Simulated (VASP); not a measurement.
Input of a VASP 6.6.1 run:

INCAR

```
SYSTEM = Ge
PREC = Accurate
ENCUT = 520
EDIFF = 1E-6
ISMEAR = 0
SIGMA = 0.1
LREAL = .FALSE.
LASPH = .TRUE.
NELM = 60
ALGO = Normal
ISIF = 2
LWAVE = .FALSE.
LCHARG = .FALSE.
LDIPOL = .TRUE.
IDIPOL = 3
DIPOL = 0.5 0.5 0.500
NBANDS = 21
```

The input KPOINTS:

```
regular mesh
0
G
  12 12 1
  0 0 0
```

Contents of POSCAR:

```
Ge
1.0
    4.0850000000      0.0000000000      0.0000000000
   -2.0425000000      3.5377137745      0.0000000000
    0.0000000000      0.0000000000     28.0000000000
Ge
2
Direct
    0.3333333333      0.6666666667      0.5000000000
    0.6666666667      0.3333333333      0.5000000000
```

Potentials or basis: VASP PAW LDA potentials, release 64 (Ge_d).

Command:

```sh
$ cat potpaw_LDA.64/Ge_d/POTCAR > POTCAR
$ mpirun -np 1 vasp_std > vasp.out
```

**Question.** Estimate the band gap on the k mesh.

**Answer.** Zero (band 14 reaches -3.54 eV, above the bottom of band 15 at -5.06 eV).
